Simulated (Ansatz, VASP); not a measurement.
## TaHg2Ge2: VASP beside Ansatz

```
Ta Ge Hg
1.0
     0.00000    4.45975    0.00000
     4.45975    0.00000    0.00000
     2.22988    2.22988   -5.68716
Ta Ge Hg
1 2 2
Direct
  0.00000 0.00000 0.00000
  0.39100 0.39100 0.21800
  0.60900 0.60900 0.78200
  0.75000 0.25000 0.50000
  0.25000 0.75000 0.50000
```

Alike in both runs: task single point; functional PBE; k mesh 6 × 6 × 6; occupations methfessel-paxton of order 1, width 0.0147 eV; no spin polarisation.

|  | VASP | Ansatz |
| --- | --- | --- |
| version | VASP 6.6.1 | Ansatz 0.2.0 |
| potentials or method | VASP PAW PBE potentials, release 64 (Ta_pv, Ge_d, Hg), cutoff 520 eV | PAW plane waves |
| valence electrons in the cell | 63 | 81 |

|  | VASP | Ansatz | Ansatz less VASP |
| --- | --- | --- | --- |
| pressure (GPa) | -1.4 | -1.6 | -0.27 |
| traceless stress, the component that is largest in VASP (GPa) | 3.06 | 3.08 | +0.023 |
| rms of the force components (eV/Å) | 0.407 | 0.393 | -0.0144 |

Atom by atom the forces differ by 0.014 eV/Å (rms over components). VASP's potentials hold 63 valence electrons a cell and Ansatz's 81, so a difference there can come from the potentials and not from the codes.

Neither program's run includes spin-orbit coupling.
